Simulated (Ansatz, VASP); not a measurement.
## C in VASP and in Ansatz

File POSCAR:

```
C
1.0
    0.0000000000      1.8315697288      1.8315697288
    1.8315697288      0.0000000000      1.8315697288
    1.8315697288      1.8315697288      0.0000000000
C
2
Direct
    0.0000000000      0.0000000000      0.0000000000
    0.2500000000      0.2500000000      0.2500000000
```

INCAR.step1

```
SYSTEM = C
  PREC = Accurate
  ENCUT = 520
  EDIFF = 1E-5
  ISMEAR = 0
  SIGMA = 0.01
  LREAL = .False.
  LASPH = .True.
  NELM = 80
  ALGO = Normal
  ISIF = 2
  LWAVE = .True.
  GGA = PE
  NBANDS = 11
```

INCAR.step2

```
SYSTEM = C
  PREC = Accurate
  ENCUT = 520
  EDIFF = 1E-7
  ISMEAR = 0
  SIGMA = 0.01
  LREAL = .False.
  LASPH = .True.
  NELM = 80
  ALGO = Normal
  ISIF = 2
  LWAVE = .False.
  LCHARG = .True.
  GGA = PE
  LHFCALC = .True.
  HFSCREEN = 0.2079
  PRECFOCK = Normal
  LELF = .True.
  LVHAR = .True.
  ISTART = 1
  NBANDS = 11
```

Contents of KPOINTS:

```
Automatic mesh
0
Gamma
  8 8 8
  0 0 0
```

Input for Ansatz:

```yaml
crystal:
  lattice:
    - [0.0, 1.8315697288, 1.8315697288]
    - [1.8315697288, 0.0, 1.8315697288]
    - [1.8315697288, 1.8315697288, 0.0]
  atoms:
    - { symbol: C, position: [0.0, 0.0, 0.0] }
    - { symbol: C, position: [0.25, 0.25, 0.25] }
kpoints:
  mp_grid: { grid: [8, 8, 8] }
  band_path:
    path:
      - [0.0, 0.0, 0.0]
      - [0.5, 0.0, 0.5]
      - [0.625, 0.25, 0.625]
      - [0.375, 0.375, 0.75]
      - [0.5, 0.5, 0.5]
      - [0.5, 0.25, 0.75]
      - [0.35, 0.0, 0.35]
    npoints: 1
hamiltonian:
  xc: hse06
scf:
  occupations: { method: fixed }
  n_extra_bands: 4
output:
  forces: true
  stress: true
  eigenvalues: true
```

Change from the starting cell: hydrostatic strain +2.9%.

Alike in both runs: task single point; functional HSE06; k mesh 8 × 8 × 8; no spin polarisation.

```csv
,VASP,Ansatz
version,VASP 6.6.1,Ansatz 0.2.0
potentials or method,"VASP PAW PBE potentials, release 64 (C)","plane waves, PAW"
plane-wave cutoff (eV),520,420
occupations,"gaussian, width 0.01 eV",fixed
valence electrons in the cell,8,8
```

VASP gave:

```
gap on the k mesh at the Fermi level (eV) : 5.08
pressure (GPa)                            : -38.0
```

Question: Estimate Ansatz's values.

Answer: gap on the k mesh at the Fermi level (eV): 5.09; pressure (GPa): -38.5.

Both programs put the cell under strong tension, so it lies far from rest at this level. Ansatz's warnings: stress exchange threshold loose, stress scf threshold loose.

Noted on VASP's run: the cell as given lies far from equilibrium.
